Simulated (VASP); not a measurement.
# HPbNO4 (P1) in VASP: settings compared, part 2 of 2

VASP 6.6.1. Earlier steps stand in the parts before.

### Step 3. Single point, HSE06

This run uses another cell than the first one, of 14.06 Å³/atom, 1.096 times its volume.

The input, POSCAR:

```
HPbNO4
1.0
    3.8570700000      0.0017800000     -0.0365800000
    0.1735300000      4.3343600000     -0.0164700000
    0.7580300000      0.8387300000      5.8766200000
H Pb N O
1 1 1 4
Direct
    0.6151100000      0.8955900000      0.1984400000
    0.6459700000      0.4465100000      0.9168500000
    0.7147400000      0.2381000000      0.5005800000
    0.1695800000      0.4700700000      0.7776800000
    0.6291900000      0.9704500000      0.4984500000
    0.5642400000      0.9258300000      0.0384900000
    0.7802200000      0.4225000000      0.3195100000
```

The input, INCAR.step1:

```
PREC = Accurate
ENCUT = 520
EDIFF = 1E-5
ISMEAR = -1
SIGMA = 0.05
LREAL = False
LASPH = True
NELM = 60
ALGO = Normal
ISIF = 2
LWAVE = True
LCHARG = False
NBANDS = 31
GGA = PE
```

The input, INCAR.step2:

```
PREC = Accurate
ENCUT = 520
EDIFF = 1E-6
ISMEAR = -1
SIGMA = 0.05
LREAL = False
LASPH = True
NELM = 60
ALGO = Normal
ISIF = 2
LWAVE = False
LCHARG = False
GGA = PE
LHFCALC = True
HFSCREEN = 0.2079
PRECFOCK = Fast
NBANDS = 31
ISTART = 1
```

The input, KPOINTS:

```
Automatic mesh
0
Gamma
  3 3 2
```

Potentials or basis: VASP PAW PBE potentials, release 64 (H, Pb_d, N, O).

Started as:

```
cat potpaw_PBE.64/H/POTCAR potpaw_PBE.64/Pb_d/POTCAR potpaw_PBE.64/N/POTCAR potpaw_PBE.64/O/POTCAR > POTCAR
cp INCAR.step1 INCAR
mpirun -np 1 vasp_std > vasp.out
cp INCAR.step2 INCAR
mpirun -np 1 vasp_std > vasp.out
```

OUTCAR:

```text
PREC = Accurate
   ENCUT = 520
   EDIFF = 1E-6
   ISMEAR = -1
   LREAL = False
   LASPH = True
   NELM = 60
   ISIF = 2
   GGA = PE
   LHFCALC = True
   HFSCREEN = 0.2079
   PRECFOCK = Fast
   ISTART = 1

 ion  position               nearest neighbor table
   1  0.615  0.896  0.198-   6 0.99
   2  0.646  0.447  0.917-   4 2.09   4 2.10   6 2.30   6 2.30   7 2.51   3 2.75
   3  0.715  0.238  0.501-   5 1.22   7 1.26   2 2.75
   4  0.170  0.470  0.778-   2 2.09   2 2.10
   5  0.629  0.970  0.498-   3 1.22
   6  0.564  0.926  0.038-   1 0.99   2 2.30   2 2.30
[... 545 lines left out ...]
  -------------------------------------------------------------------------------------
  Total       -3.1923314     -3.6064689     -3.3133935     -0.4032861      0.3268019     -0.1843464
  in kB      -51.9725354    -58.7148725    -53.9434787     -6.5656719      5.3204766     -3.0012393
  external PRESSURE =     -54.8769622 kB  Pullay stress =       0.0000000 kB

 VOLUME and BASIS-vectors are now :
 -----------------------------------------------------------------------------
  energy-cutoff  :      520.00
  volume of cell :       98.41
      direct lattice vectors                 reciprocal lattice vectors
     3.857070000  0.001780000 -0.036580000     0.258966393 -0.010489196 -0.031907234
     0.173530000  4.334360000 -0.016470000    -0.000418053  0.230606447 -0.032858965
     0.758030000  0.838730000  5.876620000     0.001610808  0.000581013  0.169875140

 POSITION                                       TOTAL-FORCE (eV/Angst)
 -----------------------------------------------------------------------------------
      2.67836      4.04934      1.12891        -0.162570     -0.026112     -0.332405
      3.26403      2.70547      5.35700         0.031732     -0.052912     -0.272316
      3.17757      1.45313      2.91165        -0.079375     -0.030165      0.054053
      1.32516      2.69002      4.55618        -0.045806      0.031804      0.699103
      2.97307      4.62546      2.89020         0.196399      0.602331     -0.249954
      2.36615      4.04617      0.19030         0.294494      0.009215      0.109218
      3.32488      2.10064      1.84214        -0.234875     -0.534161     -0.007699
 -----------------------------------------------------------------------------------
    total drift:                                0.001982      0.000830      0.006796

  FREE ENERGIE OF THE ION-ELECTRON SYSTEM (eV)
  ---------------------------------------------------
  free  energy   TOTEN  =       -49.1385315377 eV

  energy  without entropy=      -49.1383956898  energy(sigma->0) =      -49.13846361
```

OSZICAR.step1:

```text
N       E                     dE             d eps       ncg     rms          rms(c)
DAV:   1     0.477581307062E+03    0.47758E+03   -0.22364E+04   620   0.150E+03
DAV:   2     0.153289915353E+02   -0.46225E+03   -0.43246E+03   692   0.413E+02
DAV:   3    -0.410561394223E+02   -0.56385E+02   -0.55403E+02   800   0.156E+02
DAV:   4    -0.430406541602E+02   -0.19845E+01   -0.19767E+01   747   0.325E+01
DAV:   5    -0.431203192689E+02   -0.79665E-01   -0.79629E-01   860   0.637E+00    0.138E+01
DAV:   6    -0.389947604830E+02    0.41256E+01   -0.16568E+01  1000   0.378E+01    0.677E+00
DAV:   7    -0.387789638653E+02    0.21580E+00   -0.37762E+00   799   0.120E+01    0.373E+00
DAV:   8    -0.386992395540E+02    0.79724E-01   -0.90706E-01   908   0.562E+00    0.241E+00
DAV:   9    -0.386666992022E+02    0.32540E-01   -0.15881E-01   856   0.283E+00    0.543E-01
DAV:  10    -0.386690016397E+02   -0.23024E-02   -0.21579E-02   840   0.100E+00    0.187E-01
DAV:  11    -0.386692030793E+02   -0.20144E-03   -0.20358E-03   921   0.296E-01    0.103E-01
DAV:  12    -0.386695036182E+02   -0.30054E-03   -0.69800E-04   718   0.175E-01    0.330E-02
DAV:  13    -0.386695245284E+02   -0.20910E-04   -0.11068E-04   760   0.757E-02    0.143E-02
DAV:  14    -0.386695339402E+02   -0.94118E-05   -0.27380E-05   652   0.342E-02
   1 F= -.38669534E+02 E0= -.38667350E+02  d E =-.436749E-02
```

Run time: 11 min. Hardware: 1 thread of Intel Xeon 8259CL, shared host; peak memory 0.34 GiB.

What came out:

* Free energy: -49.1385 eV
* Pressure: -5.5 GPa
* Largest force: 0.701 eV/Å
* Band gap on the k mesh: 0.74 eV, indirect (least direct gap 0.83 eV)

Forces on the atoms (eV/Å):
```
H   -0.163 -0.026 -0.332
Pb   0.032 -0.053 -0.272
N   -0.079 -0.030  0.054
O   -0.046  0.032  0.699
O    0.196  0.602 -0.250
O    0.294  0.009  0.109
O   -0.235 -0.534 -0.008
```

Caveat: the k points lie up to 0.55 Å⁻¹ apart; the standard files for N, O and F lose accuracy on very short bonds; the PAW data sets were made with another functional, which shifts forces and pressure a little; spin-orbit coupling is left out, which moves the levels of the heavy elements. A k mesh can miss the band edges.
